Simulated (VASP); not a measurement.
# Sb (R-3m) in VASP: notebook

Sb is run at these levels: PBE; tasks: relaxation of shape and atoms at fixed volume.

All numbers are computed with VASP 6.6.1; they aren't measurements. Logs are shortened: lines on timing, memory, paths and dates and some standing lists are left out, and cuts for length are marked.

## (1) The cell of the first run

The typed cell holds 1 atom: a = 2.980 Å, b = 2.980 Å, c = 2.980 Å, α = 90.03°, β = 90.03°, γ = 90.03°.

This isn't the form of Sb at room conditions, which is rhombohedral.

## (2) Relaxation of shape and atoms at fixed volume, PBE (26.46 Å³/atom)

The input, INCAR:

```
PREC = Accurate
ENCUT = 600
EDIFF = 1E-6
ISMEAR = 0
SIGMA = 0.1
LREAL = F
LASPH = T
NELM = 80
ALGO = Normal
ISIF = 4
LWAVE = F
LCHARG = F
GGA = PE
IBRION = 2
NSW = 50
EDIFFG = -0.01
```

The input, KPOINTS:

```
regular mesh
0
Gamma
  18 18 18
```

The input, POSCAR:

```
Sb
1.0
    2.1076828548      1.2168712636      1.7194890042
   -2.1076828548      1.2168712636      1.7194890042
    0.0000000000     -2.4337425272      1.7194890042
Sb
1
Direct
    0.5000000000      0.5000000000      0.5000000000
```

Potentials or basis: VASP PAW PBE potentials, release 64 (Sb).

On the command line:

```bash
$ cat potpaw_PBE.64/Sb/POTCAR > POTCAR
$ mpirun -np 1 vasp_std > vasp.out
```

OUTCAR:

```text
PREC = Accurate
   ENCUT = 600
   EDIFF = 1E-6
   ISMEAR = 0
   LREAL = F
   LASPH = T
   NELM = 80
   ISIF = 4
   GGA = PE
   IBRION = 2
   NSW = 50
   EDIFFG = -0.01

 ion  position               nearest neighbor table
   1  0.500  0.500  0.500-

  LATTYP: Found a trigonal (rhomboedric) cell.
 ALAT       =     2.9798901195
 COS(alpha) =    -0.0005528209

  Lattice vectors:

 A1 = (   2.1076828548,   1.2168712636,   1.7194890042)
 A2 = (  -2.1076828548,   1.2168712636,   1.7194890042)
 A3 = (   0.0000000000,  -2.4337425272,   1.7194890042)

Analysis of symmetry for initial positions (statically):
=====================================================================
 Subroutine PRICEL returns:
 Original cell was already a primitive cell.

 Routine SETGRP: Setting up the symmetry group for a
 trigonal (rhombohedral) supercell.

 Subroutine GETGRP returns: Found 12 space group operations
 (whereof 12 operations were pure point group operations)
 out of a pool of 12 trial point group operations.

The static configuration has the point symmetry D_3d.

Analysis of symmetry for dynamics (positions and initial velocities):
=====================================================================
 Subroutine PRICEL returns:
 Original cell was already a primitive cell.

 Routine SETGRP: Setting up the symmetry group for a
 trigonal (rhombohedral) supercell.

 Subroutine GETGRP returns: Found 12 space group operations
 (whereof 12 operations were pure point group operations)
 out of a pool of 12 trial point group operations.

The dynamic configuration has the point symmetry D_3d.

 Subroutine INISYM returns: Found 12 space group operations
 (whereof 12 operations are pure point group operations),
 and found     1 'primitive' translations

----------------------------------------------------------------------------------------

                                     Primitive cell

  volume of cell :      26.4607

  direct lattice vectors                    reciprocal lattice vectors
     2.107682855  1.216871264  1.719489004     0.237227341  0.136963269  0.193856042
    -2.107682855  1.216871264  1.719489004    -0.237227341  0.136963269  0.193856042
     0.000000000 -2.433742527  1.719489004     0.000000000 -0.273926539  0.193856042

  length of vectors
     2.979890119  2.979890119  2.979890119     0.335582946  0.335582946  0.335582946

  position of ions in fractional coordinates (direct lattice)
     0.500000000  0.500000000  0.500000000

  ion indices of the primitive-cell ions
   primitive index   ion index
                 1           1

----------------------------------------------------------------------------------------

 KPOINTS: regular mesh

Automatic generation of k-mesh.
 Grid dimensions read from file:
 generate k-points for:   18   18   18

 Generating k-lattice:

  Cartesian coordinates                     Fractional coordinates (reciprocal lattice)
     0.013179297  0.007609071  0.010769780     0.055555556  0.000000000  0.000000000
    -0.013179297  0.007609071  0.010769780     0.000000000  0.055555556  0.000000000
     0.000000000 -0.015218141  0.010769780     0.000000000  0.000000000  0.055555556

  Length of vectors
     0.018643497  0.018643497  0.018643497

  Shift w.r.t. Gamma in fractional coordinates (k-lattice)
     0.000000000  0.000000000  0.000000000

 Subroutine IBZKPT returns following result:
 ===========================================

 Found    580 irreducible k-points:

 Following reciprocal coordinates:
            Coordinates               Weight
  0.000000  0.000000  0.000000      1.000000
  0.055556  0.000000  0.000000      6.000000
  0.111111  0.000000  0.000000      6.000000
  0.166667  0.000000  0.000000      6.000000
  0.222222  0.000000  0.000000      6.000000
  0.277778  0.000000  0.000000      6.000000
[... 16 lines left out ...]
 -0.277778  0.055556  0.000000     12.000000
 -0.222222  0.055556 -0.000000     12.000000
 [... further k-points ...]
   k-points           NKPTS =    580   k-points in BZ     NKDIM =    580   number of bands    NBANDS=      6
   number of dos      NEDOS =    301   number of ions     NIONS =      1
   total plane-waves  NPLWV =  13824
   dimension x,y,z NGX =    24 NGY =   24 NGZ =   24
   dimension x,y,z NGXF=    48 NGYF=   48 NGZF=   48
   ions per type =               1
   NGX,Y,Z   is equivalent  to a cutoff of  13.39, 13.39, 13.39 a.u.
   NGXF,Y,Z  is equivalent  to a cutoff of  26.78, 26.78, 26.78 a.u.
 SYSTEM =  unknown system
   PREC   = accura    normal or accurate (medium, high low for compatibility)
   ISTART =      0    job   : 0-new  1-cont  2-samecut
   ICHARG =      2    charge: 1-file 2-atom 10-const
   ISPIN  =      1    spin polarized calculation?
   LNONCOLLINEAR =      F non collinear calculations
   LSORBIT =      F    spin-orbit coupling
   LASPH  =      T    aspherical Exc in radial PAW
   ENCUT  =  600.0 eV  44.10 Ry    6.64 a.u.   5.95  5.95  5.95*2*pi/ulx,y,z
   NELM   =     80;   NELMIN=  2; NELMDL= -5     # of ELM steps
   EDIFF  = 0.1E-05   stopping-criterion for ELM
   LREAL  =      F    real-space projection
   EDIFFG = -.1E-01   stopping-criterion for IOM
   NSW    =     50    number of steps for IOM
   IBRION =      2    ionic relax: 0-MD 1-quasi-New 2-CG
   NFREE  =      1    steps in history (QN), initial steepest desc. (CG)
   ISIF   =      4    stress and relaxation
   ISYM   =      2    0-nonsym 1-usesym 2-fastsym
   POTIM  = 0.5000    time-step for ionic-motion
   TEBEG  =    0.0;   TEEND  =   0.0 temperature during run
   PSTRESS=    0.0 pullay stress
   NELECT =       5.0000    total number of electrons
   NUPDOWN=      -1.0000    fix difference up-down
   EMIN   =  10.00;   EMAX   =-10.00  energy-range for DOS
   EFERMI =   0.00;   METHOD = LEGACY
   ISMEAR =     0;   SIGMA  =   0.10  broadening in eV -4-tet -1-fermi 0-gaus
   EFERMI_NEDOS =   21; number of points for ismear=-14 and -15
   IALGO  =     38    algorithm
   IMIX   =      4    mixing-type and parameters
     AMIX     =   0.40;   BMIX     =  1.00
     AMIX_MAG =   1.60;   BMIX_MAG =  1.00
  volume/ion in A,a.u.               =      26.46       178.57
  Fermi-wavevector in a.u.,A,eV,Ry     =   0.939430  1.775266 12.007545  0.882530
  Thomas-Fermi vector in A             =   2.066742
   LORBIT       =      0    0 simple, 1 ext, 2 COOP (PROOUT), +10 PAW based schemes
   GGA     = PE    functional components
   LHFCALC =     F    Hartree Fock is set to
   AEXX    =    0.0000 exact exchange contribution
   IVDW    =     0    specifies the selected vdW correction
   LEPSILON=     F    determine dielectric tensor
   LRPA    =     F    only Hartree local field effects (RPA)
 conjugate gradient relaxation of ions
 non-spin polarized calculation
 Gauss-broadening in eV      SIGMA  =   0.10
  energy-cutoff  :      600.00
  volume of cell :       26.46
 maximum number of plane-waves:       912
   NGX = 11   NGY = 11   NGZ = 11

 number of electron       5.0000001 magnetization

 Free energy of the ion-electron system (eV)
  ---------------------------------------------------
  ext. energy  EPLUGINS =         0.00000000
  ---------------------------------------------------
  free energy    TOTEN  =        -3.99907837 eV

  energy without entropy =       -3.99635190  energy(sigma->0) =       -3.99771513

 E-fermi :   8.7628     XC(G=0): -10.1443

 val. band max:        8.7514453891   @ k =  -0.2222   0.2778   0.2222
 cond. band min:       8.7691919706   @ k =   0.2778   0.2222   0.1667
 fundamental gap:      0.0177465815
 Fermi energy:         8.7628033880

 k-point     1 :       0.0000    0.0000    0.0000
  band No.  band energies     occupation
      1      -4.6417      2.00000
      2      12.3033      0.00000
      3      12.3072      0.00000
      4      12.3072      0.00000
      5      15.7795      0.00000
      6      15.7795      0.00000

 k-point     2 :       0.0556    0.0000    0.0000
  band No.  band energies     occupation
      1      -4.5911      2.00000
      2      11.5877      0.00000
      3      12.3566      0.00000
      4      12.3592      0.00000
      5      15.8167      0.00000
      6      16.2866      0.00000

 k-point     3 :       0.1111    0.0000    0.0000
  band No.  band energies     occupation
      1      -4.4398      2.00000
      2      10.1788      0.00000
      3      12.5104      0.00000
      4      12.5130      0.00000
      5      15.9284      0.00000
      6      16.8806      0.00000

 k-point     4 :       0.1667    0.0000    0.0000
  band No.  band energies     occupation
      1      -4.1896      2.00000
      2       8.6484      1.89428
      3      12.7595      0.00000
      4      12.7621      0.00000
      5      16.1137      0.00000
      6      17.2377      0.00000

 k-point     5 :       0.2222    0.0000    0.0000
  band No.  band energies     occupation
      1      -3.8447      2.00000
      2       7.1490      2.00000
      3      13.0919      0.00000
      4      13.0944      0.00000
      5      16.3713      0.00000
      6      17.5680      0.00000
[... 136 lines left out ...]
 k-point    21 :      -0.3889    0.0556   -0.0000
  band No.  band energies     occupation
      1      -2.3427      2.00000
      2       3.4262      2.00000
      3      13.6360      0.00000
      4      14.3738      0.00000
      5      17.8735      0.00000
      6      18.8037      0.00000

 k-point    22 :      -0.3333    0.0556   -0.0000
  band No.  band energies     occupation
      1      -2.8654      2.00000
      2       4.5129      2.00000
      3      13.2110      0.00000
      4      13.9682      0.00000
      5      17.4393      0.00000
      6      18.6432      0.00000

 k-point    23 :      -0.2778    0.0556    0.0000
  band No.  band energies     occupation
      1      -3.3635      2.00000
      2       5.7890      2.00000
      3      12.7748      0.00000
      4      13.5415      0.00000
      5      17.0448      0.00000
      6      18.3309      0.00000

 k-point    24 :      -0.2222    0.0556   -0.0000
  band No.  band energies     occupation
      1      -3.7943      2.00000
      2       7.1979      2.00000
      3      12.3773      0.00000
      4      13.1456      0.00000
      5      16.7113      0.00000
      6      18.0029      0.00000

 [... further k-points ...]
[... 5 lines left out ...]
  --------------------------------------------------------------------------------------
  -------------------------------------------------------------------------------------
  Total        1.5733939      1.5733939      1.5747734      0.0000000      0.0000000      0.0000000
  in kB       95.2680972     95.2680973     95.3516259      0.0000000      0.0000000      0.0000000
  external PRESSURE =      95.2959401 kB  Pullay stress =       0.0000000 kB

 VOLUME and BASIS-vectors are now :
 -----------------------------------------------------------------------------
  energy-cutoff  :      600.00
  volume of cell :       26.46
      direct lattice vectors                 reciprocal lattice vectors
     2.107682855  1.216871264  1.719489004     0.237227341  0.136963269  0.193856042
    -2.107682855  1.216871264  1.719489004    -0.237227341  0.136963269  0.193856042
     0.000000000 -2.433742527  1.719489004     0.000000000 -0.273926539  0.193856042

 POSITION                                       TOTAL-FORCE (eV/Angst)
 -----------------------------------------------------------------------------------
      0.00000      0.00000      2.57923         0.000000     -0.000000      0.000000
 -----------------------------------------------------------------------------------
    total drift:                                0.000000      0.000000     -0.000000

  FREE ENERGIE OF THE ION-ELECTRON SYSTEM (eV)
  ---------------------------------------------------
  free  energy   TOTEN  =        -3.9990783702 eV

  energy  without entropy=       -3.9963518951  energy(sigma->0) =       -3.99771513

 reached required accuracy - stopping structural energy minimisation
```

Run time: 56 s. Hardware: 1 thread of Intel Xeon 8259CL, shared host; peak memory 0.25 GiB.

Results:

- Free energy: -3.9991 eV
- Pressure after relaxing: 9.5 GPa
- Band gap on the k mesh: zero (an odd number of electrons rules out a gap without spin polarisation)

Final structure:
```
CELL_PARAMETERS angstrom
2.10768 1.21687 1.71949
-2.10768 1.21687 1.71949
0.00000 -2.43374 1.71949
ATOMIC_POSITIONS crystal
Sb 0.50000 0.50000 0.50000
```

Caveat: the relaxation stopped at its first step, so nothing moved; spin-orbit coupling is left out, which moves the levels of the heavy elements.

## (3) Relaxation of shape and atoms at fixed volume, PBE (27.36 Å³/atom)

This run uses another cell than the first one, of 27.36 Å³/atom.

The input, INCAR:

```
SYSTEM = Sb
PREC = Accurate ; ENCUT = 600
EDIFF = 1E-6 ; ISMEAR = 0
SIGMA = 0.1 ; LREAL = .FALSE.
LASPH = .TRUE. ; NELM = 100
ALGO = Normal ; ISIF = 4
LWAVE = .FALSE. ; LCHARG = .FALSE.
GGA = PE ; IBRION = 2
NSW = 50 ; EDIFFG = -0.01
```

The input, KPOINTS:

```
Automatic mesh
0
G
  18 18 18
  0 0 0
```

The input, POSCAR:

```
Sb
1.0
    2.1313666670      1.2305451189      1.7388107226
   -2.1313666670      1.2305451189      1.7388107226
    0.0000000000     -2.4610902379      1.7388107226
Sb
1
Direct
    0.5000000000      0.5000000000      0.5000000000
```

Potentials or basis: VASP PAW PBE potentials, release 64 (Sb).

On the command line:

```bash
$ cat potpaw_PBE.64/Sb/POTCAR > POTCAR
$ mpirun -np 1 vasp_std > vasp.out
```

Run time: 67 s. Hardware: 1 thread of Intel Xeon 8259CL, shared host; peak memory 0.25 GiB.

Results (log left out):

| Item | Value |
| --- | --- |
| Free energy | -4.0439 eV |
| Pressure after relaxing | 6.5 GPa |
| Band gap on the k mesh | zero (an odd number of electrons rules out a gap without spin polarisation) |

Final structure:
```xyz
1
Lattice="2.1314 1.2305 1.7388 -2.1314 1.2305 1.7388 0.0000 -2.4611 1.7388" Properties=species:S:1:pos:R:3 pbc="T T T"
Sb    0.0000    0.0000    2.6082
```

Levels at points of the mesh, in eV from the Fermi level:
| k point | band 1 | band 2 | band 3 | band 4 | band 5 | band 6 |
| --- | --- | --- | --- | --- | --- | --- |
| (0.00, 0.00, 0.00) | -13.12 | 3.45 | 3.46 | 3.46 | 6.98 | 6.98 |
| (0.50, 0.00, 0.00) | -10.36 | -6.23 | 5.76 | 5.77 | 9.22 | 10.79 |
| (0.50, 0.50, 0.00) | -7.40 | -3.97 | -3.97 | 1.82 | 8.18 | 13.46 |
| (0.50, 0.50, 0.50) | -4.02 | -1.83 | -1.83 | -1.82 | 4.67 | 4.67 |

Caveat: the relaxation stopped at its first step, so nothing moved; spin-orbit coupling is left out, which moves the levels of the heavy elements.

## (4) Relaxation of shape and atoms at fixed volume, PBE (28.26 Å³/atom)

This run uses another cell than the first one, of 28.26 Å³/atom.

The input, INCAR:

```
PREC = Accurate
ENCUT = 600
EDIFF = 1E-6
ISMEAR = 0
SIGMA = 0.1
LREAL = False
LASPH = True
NELM = 60
ALGO = Normal
ISIF = 4
LWAVE = False
LCHARG = False
GGA = PE
IBRION = 2
NSW = 50
EDIFFG = -0.01
```

The input, KPOINTS:

```
Automatic mesh
0
Gamma
  18 18 18
```

The input, POSCAR:

```
Sb
1.0
    2.1545355111      1.2439216573      1.7577123200
   -2.1545355111      1.2439216573      1.7577123200
    0.0000000000     -2.4878433147      1.7577123200
Sb
1
Direct
    0.5000000000      0.5000000000      0.5000000000
```

On the command line:

```bash
$ cat potpaw_PBE.64/Sb/POTCAR > POTCAR
$ mpirun -np 1 vasp_std > vasp.out
```

Run time: 67 s. Hardware: 1 thread of Intel Xeon 8259CL, shared host; peak memory 0.25 GiB.

Results (log left out):

| Quantity | Value |
| --- | --- |
| Free energy | -4.0731 eV |
| Pressure after relaxing | 3.9 GPa |
| Band gap on the k mesh | zero (an odd number of electrons rules out a gap without spin polarisation) |

Final structure:
```xyz
1
Lattice="2.1545 1.2439 1.7577 -2.1545 1.2439 1.7577 0.0000 -2.4878 1.7577" Properties=species:S:1:pos:R:3 pbc="T T T"
Sb    0.0000    0.0000    2.6366
```

Levels at points of the mesh, in eV from the Fermi level:
```csv
k point,band 1,band 2,band 3,band 4,band 5,band 6
"(0.00, 0.00, 0.00)",-12.84,3.37,3.38,3.38,6.94,6.94
"(0.50, 0.00, 0.00)",-10.22,-5.99,5.57,5.57,9.12,10.71
"(0.50, 0.50, 0.00)",-7.41,-3.82,-3.81,1.95,7.84,13.25
"(0.50, 0.50, 0.50)",-4.23,-1.76,-1.76,-1.75,4.72,4.72
```

Caveat: the relaxation stopped at its first step, so nothing moved; spin-orbit coupling is left out, which moves the levels of the heavy elements.

## (5) Summary

```csv
cell,gap on the mesh (eV),pressure (GPa)
"relaxed from a = 2.980 Å, 1 atom",none,9.5
"relaxed from a = 3.013 Å, 1 atom",none,6.5
"relaxed from a = 3.046 Å, 1 atom",none,3.9
```

Alike in all rows: task relaxation of shape and atoms at fixed volume; level PBE; potentials or basis VASP PAW PBE potentials, release 64 (Sb); no spin polarisation; k mesh 18 × 18 × 18; cutoff (eV) 600; smearing gaussian 0.1 eV.

Caveats: the relaxation stopped at its first step, so nothing moved; spin-orbit coupling is left out, which moves the levels of the heavy elements.

Absolute energies hang on the potentials; compare differences alone.
